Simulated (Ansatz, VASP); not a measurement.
# FeNi in VASP and in Ansatz

The input INCAR:

```
SYSTEM = FeNi
  PREC = Accurate
  ENCUT = 520
  EDIFF = 1E-6
  ISMEAR = 0
  SIGMA = 0.15
  LREAL = .FALSE.
  LASPH = .TRUE.
  NELM = 150
  ALGO = Fast
  ISIF = 2
  LWAVE = .FALSE.
  LCHARG = .FALSE.
  ISPIN = 2
  MAGMOM = 2.97 0.78
  LORBIT = 11
  LMAXMIX = 4
  GGA = PS
  NBANDS = 20
```

KPOINTS

```
Automatic mesh
0
G
  18 18 14
  0 0 0
```

POSCAR

```
FeNi
1.0
    2.4063500000      0.0000000000      0.0000000000
    0.0000000000      2.4063500000      0.0000000000
    0.0000000000      0.0000000000      3.4924500000
Fe Ni
1 1
Direct
    0.0000000000      0.0000000000      0.0000000000
    0.5000000000      0.5000000000      0.5000000000
```

Input for Ansatz:

```yaml
crystal:
  lattice:
    - [2.40635, 0.0, 0.0]
    - [0.0, 2.40635, 0.0]
    - [0.0, 0.0, 3.49245]
  atoms:
    - { symbol: Fe, position: [0.0, 0.0, 0.0], spin: 2.97 }
    - { symbol: Ni, position: [0.5, 0.5, 0.5], spin: 0.78 }
basis:
  ecutwfc: 420
kpoints:
  mp_grid: { grid: [18, 18, 14] }
hamiltonian:
  xc: pbesol
scf:
  occupations: { method: gaussian, width: 0.15 }
output:
  forces: true
  stress: true
  eigenvalues: true
  populations: true
magnetization:
  spin_polarized: true
```

Change from the starting cell: strain -0.050 along x and y, -0.025 along z, atoms carried along.

Alike in both runs: task single point; functional PBEsol; k mesh 18 × 18 × 14; occupations gaussian, width 0.15 eV; collinear spin.

```csv
,VASP,Ansatz
version,VASP 6.6.1,Ansatz 0.2.0
potentials or method,"VASP PAW PBE potentials, release 64 (Fe, Ni), cutoff 520 eV","scalar-relativistic, plane waves, PAW"
valence electrons in the cell,18,34
```

VASP gave:

| Quantity | Value |
| --- | --- |
| gap on the k mesh at the Fermi level (eV) | none |
| pressure (GPa) | 15.1 |
| traceless stress, the component that is largest in VASP (GPa) | -0.86 |
| net moment per atom (μB) | 1.50 |
| size of the moment on the site where the two differ most (μB) | 0.60 |

**Question.** Estimate Ansatz's values.

**Answer.** gap on the k mesh at the Fermi level (eV): none; pressure (GPa): 15.1; traceless stress, the component that is largest in VASP (GPa): -0.98; net moment per atom (μB): 1.50; size of the moment on the site where the two differ most (μB): 0.68.

VASP's potentials were made for PBE, not for PBEsol. Site moments also hang on the region over which each program counts them. A gap of «none» marks a metal or a gap that the smearing closes. VASP's potentials hold 18 valence electrons a cell and Ansatz's 34, so a difference there can come from the potentials and not from the codes.
